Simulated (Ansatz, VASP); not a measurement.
**One calculation of Gd, two programs**

```
CELL_PARAMETERS angstrom
0.00000 2.36132 2.36132
2.36132 0.00000 2.36132
2.36132 2.36132 0.00000
ATOMIC_POSITIONS crystal
Gd 0.00000 0.00000 0.00000
```

Change from the starting cell: volume scaled by 0.8, LAPW.

Alike in both runs: task single point; functional PBE; k mesh 13 × 13 × 13; occupations fermi-dirac, width 0.05 eV; collinear spin.

|  | VASP | Ansatz |
| --- | --- | --- |
| version | VASP 6.6.1 | Ansatz 0.2.0 |
| potentials or method | VASP PAW PBE potentials, release 64 (Gd), cutoff 520 eV | all-electron LAPW, scalar-relativistic |

Ansatz gave:

| Quantity | Value |
| --- | --- |
| pressure (GPa) | 10.3 |
| net moment per atom (μB) | 7.28 |
| size of the moment on the site where the two differ most (μB) | 7.20 |

Q: What did VASP give for the same quantities?

A: Pressure (GPa): 10.3; net moment per atom (μB): 7.29; size of the moment on the site where the two differ most (μB): 6.88.

Site moments also hang on the region over which each program counts them. Ansatz ran all-electron here, and VASP with PAW potentials.

Neither program's run includes spin-orbit coupling.
